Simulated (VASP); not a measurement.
# GaSb (I-4m2) in VASP: a series of runs

The runs below take GaSb through single point, with PBEsol, LDA.

Everything below comes from runs of VASP 6.6.1. Logs are shortened: lines on timing, memory, paths and dates and some standing lists are left out, and cuts for length are marked.

## (1) The cell of the first run

Symmetry: I-4m2, No. 119, tetragonal system. Conventional cell: a = 5.394 Å, b = 5.394 Å, c = 3.116 Å, α = 90.00°, β = 90.00°, γ = 90.00°. Sb (site symmetry -4m2) has 8 Ga at 2.81 to 3.57 Å and 2 Sb at 3.12 Å within 3.7 Å. Ga (site symmetry -4m2) has 8 Sb at 2.81 to 3.57 Å and 2 Ga at 3.12 Å within 3.7 Å.

## (2) Single point, PBEsol (volume scaled by 0.94)

File INCAR:

```
SYSTEM = GaSb
PREC = Accurate
ENCUT = 520
EDIFF = 1E-6
ISMEAR = -1
SIGMA = 0.05
LREAL = .False.
LASPH = .True.
NELM = 60
ALGO = Normal
ISIF = 2
LWAVE = .False.
LCHARG = .False.
GGA = PS
NBANDS = 16
```

File KPOINTS:

```
Automatic mesh
0
Gamma
  10 10 10
  0 0 0
```

File POSCAR:

```
GaSb
1.0
   -2.6972256977      2.6972256977      1.5582344802
    2.6972256977     -2.6972256977      1.5582344802
    2.6972256977      2.6972256977     -1.5582344802
Sb Ga
1 1
Direct
    0.0000000000      0.0000000000      0.0000000000
    0.7500000000      0.2500000000      0.5000000000
```

Potentials or basis: VASP PAW PBE potentials, release 64 (Sb, Ga_d).

The run is started by

```bash
$ cat potpaw_PBE.64/Sb/POTCAR potpaw_PBE.64/Ga_d/POTCAR > POTCAR
$ mpirun -np 1 vasp_std > vasp.out
```

OUTCAR:

```text
SYSTEM = GaSb
   PREC = Accurate
   ENCUT = 520
   EDIFF = 1E-6
   ISMEAR = -1
   LREAL = .False.
   LASPH = .True.
   NELM = 60
   ISIF = 2
   GGA = PS

 ion  position               nearest neighbor table
   1  0.000  0.000  0.000-   2 2.81   2 2.81   2 2.81   2 2.81
   2  0.750  0.250  0.500-   1 2.81   1 2.81   1 2.81   1 2.81

  LATTYP: Found a body centered tetragonal cell.
 ALAT       =     5.3944513954
 C/A-ratio  =     0.5777174975

  Lattice vectors:

 A1 = (  -2.6972256977,   2.6972256977,   1.5582344802)
 A2 = (   2.6972256977,  -2.6972256977,   1.5582344802)
 A3 = (   2.6972256977,   2.6972256977,  -1.5582344802)

Analysis of symmetry for initial positions (statically):
=====================================================================
 Subroutine PRICEL returns:
 Original cell was already a primitive cell.

 Routine SETGRP: Setting up the symmetry group for a
 body centered tetragonal supercell.

 Subroutine GETGRP returns: Found  8 space group operations
 (whereof  8 operations were pure point group operations)
 out of a pool of 16 trial point group operations.

The static configuration has the point symmetry D_2d.

Analysis of symmetry for dynamics (positions and initial velocities):
=====================================================================
 Subroutine PRICEL returns:
 Original cell was already a primitive cell.

 Routine SETGRP: Setting up the symmetry group for a
 body centered tetragonal supercell.

 Subroutine GETGRP returns: Found  8 space group operations
 (whereof  8 operations were pure point group operations)
 out of a pool of 16 trial point group operations.

The dynamic configuration has the point symmetry D_2d.

 Subroutine INISYM returns: Found  8 space group operations
 (whereof  8 operations are pure point group operations),
 and found     1 'primitive' translations

----------------------------------------------------------------------------------------

                                     Primitive cell

  volume of cell :      45.3448

  direct lattice vectors                    reciprocal lattice vectors
    -2.697225698  2.697225698  1.558234480     0.000000000  0.185375662  0.320875970
     2.697225698 -2.697225698  1.558234480     0.185375662  0.000000000  0.320875970
     2.697225698  2.697225698 -1.558234480     0.185375662  0.185375662  0.000000000

  length of vectors
     4.120454784  4.120454784  4.120454784     0.370574586  0.370574586  0.262160776

  position of ions in fractional coordinates (direct lattice)
     0.000000000  0.000000000  0.000000000
     0.750000000  0.250000000  0.500000000

  ion indices of the primitive-cell ions
   primitive index   ion index
                 1           1
                 2           2

----------------------------------------------------------------------------------------

 KPOINTS: Automatic mesh

Automatic generation of k-mesh.
 Grid dimensions read from file:
 generate k-points for:   10   10   10

 Generating k-lattice:

  Cartesian coordinates                     Fractional coordinates (reciprocal lattice)
     0.000000000  0.018537566  0.032087597     0.100000000  0.000000000 -0.000000000
     0.018537566  0.000000000  0.032087597     0.000000000  0.100000000 -0.000000000
     0.018537566  0.018537566  0.000000000     0.000000000  0.000000000  0.100000000

  Length of vectors
     0.037057459  0.037057459  0.026216078

  Shift w.r.t. Gamma in fractional coordinates (k-lattice)
     0.000000000  0.000000000  0.000000000

 Subroutine IBZKPT returns following result:
 ===========================================

 Found    102 irreducible k-points:

 Following reciprocal coordinates:
            Coordinates               Weight
  0.000000  0.000000  0.000000      1.000000
  0.100000  0.000000 -0.000000      8.000000
  0.200000  0.000000 -0.000000      8.000000
  0.300000  0.000000  0.000000      8.000000
  0.400000  0.000000 -0.000000      8.000000
  0.500000 -0.000000  0.000000      4.000000
[... 16 lines left out ...]
  0.300000  0.300000  0.000000      8.000000
  0.400000  0.300000  0.000000     16.000000
 [... further k-points ...]
   k-points           NKPTS =    102   k-points in BZ     NKDIM =    102   number of bands    NBANDS=     16
   number of dos      NEDOS =    301   number of ions     NIONS =      2
   total plane-waves  NPLWV =  32768
   dimension x,y,z NGX =    32 NGY =   32 NGZ =   32
   dimension x,y,z NGXF=    64 NGYF=   64 NGZF=   64
   ions per type =               1   1
   NGX,Y,Z   is equivalent  to a cutoff of  12.91, 12.91, 12.91 a.u.
   NGXF,Y,Z  is equivalent  to a cutoff of  25.82, 25.82, 25.82 a.u.
 SYSTEM =  GaSb
   PREC   = accura    normal or accurate (medium, high low for compatibility)
   ISTART =      0    job   : 0-new  1-cont  2-samecut
   ICHARG =      2    charge: 1-file 2-atom 10-const
   ISPIN  =      1    spin polarized calculation?
   LNONCOLLINEAR =      F non collinear calculations
   LSORBIT =      F    spin-orbit coupling
   LASPH  =      T    aspherical Exc in radial PAW
   ENCUT  =  520.0 eV  38.22 Ry    6.18 a.u.   7.66  7.66  7.66*2*pi/ulx,y,z
   NELM   =     60;   NELMIN=  2; NELMDL= -5     # of ELM steps
   EDIFF  = 0.1E-05   stopping-criterion for ELM
   LREAL  =      F    real-space projection
   EDIFFG = 0.1E-04   stopping-criterion for IOM
   NSW    =      0    number of steps for IOM
   IBRION =     -1    ionic relax: 0-MD 1-quasi-New 2-CG
   NFREE  =      0    steps in history (QN), initial steepest desc. (CG)
   ISIF   =      2    stress and relaxation
   ISYM   =      2    0-nonsym 1-usesym 2-fastsym
   POTIM  = 0.5000    time-step for ionic-motion
   TEBEG  =    0.0;   TEEND  =   0.0 temperature during run
   PSTRESS=    0.0 pullay stress
   NELECT =      18.0000    total number of electrons
   NUPDOWN=      -1.0000    fix difference up-down
   EMIN   =  10.00;   EMAX   =-10.00  energy-range for DOS
   EFERMI =   0.00;   METHOD = LEGACY
   ISMEAR =    -1;   SIGMA  =   0.05  broadening in eV -4-tet -1-fermi 0-gaus
   EFERMI_NEDOS =   21; number of points for ismear=-14 and -15
   IALGO  =     38    algorithm
   IMIX   =      4    mixing-type and parameters
     AMIX     =   0.40;   BMIX     =  1.00
     AMIX_MAG =   1.60;   BMIX_MAG =  1.00
  volume/ion in A,a.u.               =      22.67       153.00
  Fermi-wavevector in a.u.,A,eV,Ry     =   1.203160  2.273642 19.695696  1.447593
  Thomas-Fermi vector in A             =   2.338921
   LORBIT       =      0    0 simple, 1 ext, 2 COOP (PROOUT), +10 PAW based schemes
   GGA     = PS    functional components
   LHFCALC =     F    Hartree Fock is set to
   AEXX    =    0.0000 exact exchange contribution
   IVDW    =     0    specifies the selected vdW correction
   LEPSILON=     F    determine dielectric tensor
   LRPA    =     F    only Hartree local field effects (RPA)
 non-spin polarized calculation
  energy-cutoff  :      520.00
  volume of cell :       45.34
 maximum number of plane-waves:      1253
   NGX = 15   NGY = 15   NGZ = 15

 number of electron      18.0000009 magnetization

 Free energy of the ion-electron system (eV)
  ---------------------------------------------------
  ext. energy  EPLUGINS =         0.00000000
  ---------------------------------------------------
  free energy    TOTEN  =        -7.89282241 eV

  energy without entropy =       -7.88756877  energy(sigma->0) =       -7.89019559

 E-fermi :   7.1403     XC(G=0): -10.6453

 val. band max:        7.1381645499   @ k =   0.5000   0.5000   0.0000
 cond. band min:       7.1532768567   @ k =  -0.2000  -0.2000   0.1000
 fundamental gap:      0.0151123068
 Fermi energy:         7.1402674223

 k-point     1 :       0.0000    0.0000    0.0000
  band No.  band energies     occupation
      1      -7.8193      2.00000
      2      -7.7330      2.00000
      3      -7.7263      2.00000
      4      -7.6880      2.00000
      5      -7.6880      2.00000
      6      -5.3036      2.00000
[... 8 lines left out ...]
     15      17.2804      0.00000
     16      18.0930      0.00000

 k-point     2 :       0.1000    0.0000   -0.0000
  band No.  band energies     occupation
      1      -7.8046      2.00000
      2      -7.7347      2.00000
      3      -7.7238      2.00000
      4      -7.6944      2.00000
      5      -7.6943      2.00000
      6      -5.1009      2.00000
[... 8 lines left out ...]
     15      16.6225      0.00000
     16      17.0451      0.00000

 k-point     3 :       0.2000    0.0000   -0.0000
  band No.  band energies     occupation
      1      -7.7671      2.00000
      2      -7.7391      2.00000
      3      -7.7206      2.00000
      4      -7.7104      2.00000
      5      -7.7076      2.00000
      6      -4.4958      2.00000
[... 8 lines left out ...]
     15      15.3043      0.00000
     16      16.9507      0.00000

 k-point     4 :       0.3000    0.0000    0.0000
  band No.  band energies     occupation
      1      -7.7535      2.00000
      2      -7.7363      2.00000
      3      -7.7331      2.00000
      4      -7.7092      2.00000
      5      -7.7043      2.00000
      6      -3.5083      2.00000
[... 8 lines left out ...]
     15      14.5091      0.00000
     16      17.7948      0.00000
[... 324 lines left out ...]
 k-point    22 :      -0.2000    0.2000    0.0000
  band No.  band energies     occupation
      1      -7.8142      2.00000
      2      -7.7420      2.00000
      3      -7.7211      2.00000
      4      -7.6890      2.00000
      5      -7.6840      2.00000
      6      -4.9349      2.00000
[... 8 lines left out ...]
     15      16.4767      0.00000
     16      17.4890      0.00000

 k-point    23 :       0.3000    0.3000    0.0000
  band No.  band energies     occupation
      1      -7.7668      2.00000
      2      -7.7529      2.00000
      3      -7.7426      2.00000
      4      -7.6959      2.00000
      5      -7.6711      2.00000
      6      -1.3141      2.00000
[... 8 lines left out ...]
     15      16.3325      0.00000
     16      18.0483      0.00000

 k-point    24 :       0.4000    0.3000    0.0000
  band No.  band energies     occupation
      1      -7.7631      2.00000
      2      -7.7387      2.00000
      3      -7.7290      2.00000
      4      -7.7066      2.00000
      5      -7.6982      2.00000
      6      -2.2644      2.00000
[... 8 lines left out ...]
     15      17.0507      0.00000
     16      18.0323      0.00000

 [... further k-points ...]
[... 5 lines left out ...]
  --------------------------------------------------------------------------------------
  -------------------------------------------------------------------------------------
  Total        0.2567943      0.2567943     -0.0575347      0.0000000      0.0000000      0.0000000
  in kB        9.0733682      9.0733682     -2.0328859      0.0000000      0.0000000      0.0000000
  external PRESSURE =       5.3712835 kB  Pullay stress =       0.0000000 kB

 VOLUME and BASIS-vectors are now :
 -----------------------------------------------------------------------------
  energy-cutoff  :      520.00
  volume of cell :       45.34
      direct lattice vectors                 reciprocal lattice vectors
    -2.697225698  2.697225698  1.558234480     0.000000000  0.185375662  0.320875970
     2.697225698 -2.697225698  1.558234480     0.185375662  0.000000000  0.320875970
     2.697225698  2.697225698 -1.558234480     0.185375662  0.185375662  0.000000000

 POSITION                                       TOTAL-FORCE (eV/Angst)
 -----------------------------------------------------------------------------------
      0.00000      0.00000      0.00000        -0.000000      0.000000      0.000000
      0.00000      2.69723      0.77912         0.000000     -0.000000     -0.000000
 -----------------------------------------------------------------------------------
    total drift:                               -0.000000      0.000000      0.000000

  FREE ENERGIE OF THE ION-ELECTRON SYSTEM (eV)
  ---------------------------------------------------
  free  energy   TOTEN  =        -7.8928224149 eV

  energy  without entropy=       -7.8875687724  energy(sigma->0) =       -7.89019559
```

It took 21 s on 1 thread of Intel Xeon 6975P-C (Granite Rapids), shared host; peak memory 0.22 GiB.

Results:

- Free energy: -7.8928 eV
- Pressure: 0.5 GPa
- Band gap on the k mesh: zero (band 9 reaches 8.91 eV, above the bottom of band 10 at 4.17 eV)

Levels at points of the mesh, in eV from the Fermi level:
```tsv
k point	band 5	band 6	band 7	band 8	band 9	band 10	band 11	band 12	band 13	band 14
(0.00, 0.00, 0.00)	-14.83	-12.44	-2.77	-2.03	-2.03	3.27	5.36	7.43	7.43	7.82
(0.50, 0.00, 0.00)	-14.80	-8.45	-5.94	-2.49	-1.64	-1.26	2.27	3.42	5.36	8.22
(0.50, 0.50, 0.00)	-14.82	-10.83	-8.44	0.00	1.77	2.31	2.42	4.77	6.68	8.59
(0.50, 0.50, 0.50)	-14.82	-9.50	-6.11	-5.37	-5.37	3.57	5.01	11.02	11.02	13.06
```

Caveat: the PAW data sets were made with another functional, which shifts forces and pressure a little; spin-orbit coupling is left out, which moves the levels of the heavy elements.

## (3) Single point, LDA (volume scaled by 0.96)

File INCAR:

```
SYSTEM = GaSb
PREC = Accurate
ENCUT = 520
EDIFF = 1E-6
ISMEAR = -1
SIGMA = 0.05
LREAL = .FALSE.
LASPH = .TRUE.
NELM = 100
ALGO = Normal
ISIF = 2
LWAVE = .FALSE.
LCHARG = .FALSE.
NBANDS = 16
```

File KPOINTS:

```
regular mesh
0
G
  10 10 10
  0 0 0
```

File POSCAR:

```
GaSb
1.0
   -2.7162208707      2.7162208707      1.5692083240
    2.7162208707     -2.7162208707      1.5692083240
    2.7162208707      2.7162208707     -1.5692083240
Sb Ga
1 1
Direct
    0.0000000000      0.0000000000      0.0000000000
    0.7500000000      0.2500000000      0.5000000000
```

Potentials or basis: VASP PAW LDA potentials, release 64 (Sb, Ga_d).

The run is started by

```bash
$ cat potpaw_LDA.64/Sb/POTCAR potpaw_LDA.64/Ga_d/POTCAR > POTCAR
$ mpirun -np 1 vasp_std > vasp.out
```

Run time: 24 s. Hardware: 1 thread of Intel Xeon 6975P-C (Granite Rapids), shared host; peak memory 0.2 GiB.

The run converged. Its results:

```yaml
Free_energy: -8.3745 eV
Pressure: -2.2 GPa
Band_gap_on_the_k_mesh: zero (band 9 reaches 8.63 eV, above the bottom of band 10 at 4.01 eV)
```

Stress tensor (GPa, compression positive):
```
-2.00  0.00  0.00
 0.00 -2.00  0.00
 0.00  0.00 -2.66
```

Levels at points of the mesh, in eV from the Fermi level:
```tsv
k point	band 7	band 8	band 9	band 10	band 11	band 12
(0.00, 0.00, 0.00)	-2.88	-1.94	-1.94	3.44	5.18	7.27
(0.50, 0.00, 0.00)	-5.79	-2.48	-1.55	-1.19	2.40	3.35
(0.50, 0.50, 0.00)	-8.27	0.02	1.80	2.24	2.43	4.67
(0.50, 0.50, 0.50)	-6.05	-5.16	-5.16	3.52	4.99	10.68
```

Caveat: spin-orbit coupling is left out, which moves the levels of the heavy elements.

## (4) Single point, PBEsol (volume scaled by 0.96)

File INCAR:

```
SYSTEM = GaSb
PREC = Accurate
ENCUT = 520
EDIFF = 1E-6
ISMEAR = -1
SIGMA = 0.05
LREAL = .FALSE.
LASPH = .TRUE.
NELM = 80
ALGO = Normal
ISIF = 2
LWAVE = .FALSE.
LCHARG = .TRUE.
GGA = PS
LELF = .TRUE.
LVHAR = .TRUE.
NBANDS = 16
```

KPOINTS is that of step 3.

POSCAR is that of step 3.

Potentials or basis: VASP PAW PBE potentials, release 64 (Sb, Ga_d).

The run is started by

```bash
$ cat potpaw_PBE.64/Sb/POTCAR potpaw_PBE.64/Ga_d/POTCAR > POTCAR
$ mpirun -np 1 vasp_std > vasp.out
```

OUTCAR:

```text
SYSTEM = GaSb
   PREC = Accurate
   ENCUT = 520
   EDIFF = 1E-6
   ISMEAR = -1
   LREAL = .FALSE.
   LASPH = .TRUE.
   NELM = 80
   ISIF = 2
   GGA = PS

 ion  position               nearest neighbor table
   1  0.000  0.000  0.000-   2 2.83   2 2.83   2 2.83   2 2.83
   2  0.750  0.250  0.500-   1 2.83   1 2.83   1 2.83   1 2.83

  LATTYP: Found a body centered tetragonal cell.
 ALAT       =     5.4324417414
 C/A-ratio  =     0.5777174975

  Lattice vectors:
[... 190 lines left out ...]
      4      -7.9139      2.00000
      5      -7.9139      2.00000
      6      -5.3873      2.00000
[... 433 lines left out ...]
      3      -7.9521      2.00000
      4      -7.9319      2.00000
      5      -7.9216      2.00000
      6      -2.4348      2.00000
[... 8 lines left out ...]
     15      16.6997      0.00000
     16      17.6874      0.00000

 [... further k-points ...]
[... 5 lines left out ...]
  --------------------------------------------------------------------------------------
  -------------------------------------------------------------------------------------
  Total       -0.1237977     -0.1237977     -0.4150084      0.0000000      0.0000000      0.0000000
  in kB       -4.2830426     -4.2830426    -14.3580902      0.0000000      0.0000000      0.0000000
  external PRESSURE =      -7.6413918 kB  Pullay stress =       0.0000000 kB

 VOLUME and BASIS-vectors are now :
 -----------------------------------------------------------------------------
  energy-cutoff  :      520.00
  volume of cell :       46.31
      direct lattice vectors                 reciprocal lattice vectors
    -2.716220871  2.716220871  1.569208324     0.000000000  0.184079287  0.318632008
     2.716220871 -2.716220871  1.569208324     0.184079287  0.000000000  0.318632008
     2.716220871  2.716220871 -1.569208324     0.184079287  0.184079287  0.000000000

 POSITION                                       TOTAL-FORCE (eV/Angst)
 -----------------------------------------------------------------------------------
      0.00000      0.00000      0.00000         0.000000      0.000000     -0.000000
     -0.00000      2.71622      0.78460        -0.000000     -0.000000      0.000000
 -----------------------------------------------------------------------------------
    total drift:                               -0.000000      0.000000      0.000000

  FREE ENERGIE OF THE ION-ELECTRON SYSTEM (eV)
  ---------------------------------------------------
  free  energy   TOTEN  =        -7.8927524280 eV

  energy  without entropy=       -7.8876702800  energy(sigma->0) =       -7.89021135
```

stdout:

```text
POSCAR found type information on POSCAR SbGa
 POSCAR found :  2 types and       2 ions
 scaLAPACK will be used
 -----------------------------------------------------------------------------
|                                                                             |
|                                                                             |
|     You enforced a specific xc type in the INCAR file but a different       |
|     I HOPE YOU KNOW WHAT YOU ARE DOING!                                     |
|                                                                             |
 -----------------------------------------------------------------------------

 LDA part: xc-table for (Slater+PW92), standard interpolation
 POSCAR, INCAR and KPOINTS ok, starting setup
 FFT: planning ... GRIDC
 FFT: planning ... GRID_SOFT
 FFT: planning ... GRID
 WAVECAR not read
 entering main loop
```

It took 25 s on 1 thread of Intel Xeon 6975P-C (Granite Rapids), shared host; peak memory 0.23 GiB.

Results:

| Quantity | Value |
| --- | --- |
| Free energy | -7.8928 eV |
| Pressure | -0.8 GPa |
| Band gap on the k mesh | zero (band 9 reaches 8.67 eV, above the bottom of band 10 at 4.00 eV) |

Stress tensor (GPa, compression positive):
```
-0.43  0.00  0.00
 0.00 -0.43  0.00
 0.00  0.00 -1.44
```

Caveat: the PAW data sets were made with another functional, which shifts forces and pressure a little; spin-orbit coupling is left out, which moves the levels of the heavy elements.

## (5) Overview

```csv
level,potentials or basis,cell,gap on the mesh (eV),pressure (GPa)
PBEsol,"VASP PAW PBE potentials, release 64 (Sb, Ga_d)","a = 4.120 Å, angles 98.2, 98.2, 135.6°, 2 atoms",none,0.5
LDA,"VASP PAW LDA potentials, release 64 (Sb, Ga_d)","a = 4.149 Å, angles 98.2, 98.2, 135.6°, 2 atoms",none,-2.2
PBEsol,"VASP PAW PBE potentials, release 64 (Sb, Ga_d)","a = 4.149 Å, angles 98.2, 98.2, 135.6°, 2 atoms",none,-0.8
```

Alike in all rows: task single point; no spin polarisation; k mesh 10 × 10 × 10; cutoff (eV) 520; smearing fermi-dirac 0.05 eV.

Caveats: spin-orbit coupling is left out, which moves the levels of the heavy elements; the PAW data sets were made with another functional, which shifts forces and pressure a little (some runs).

Total energies depend on the potentials used, so only differences within one code and one set of settings carry meaning.
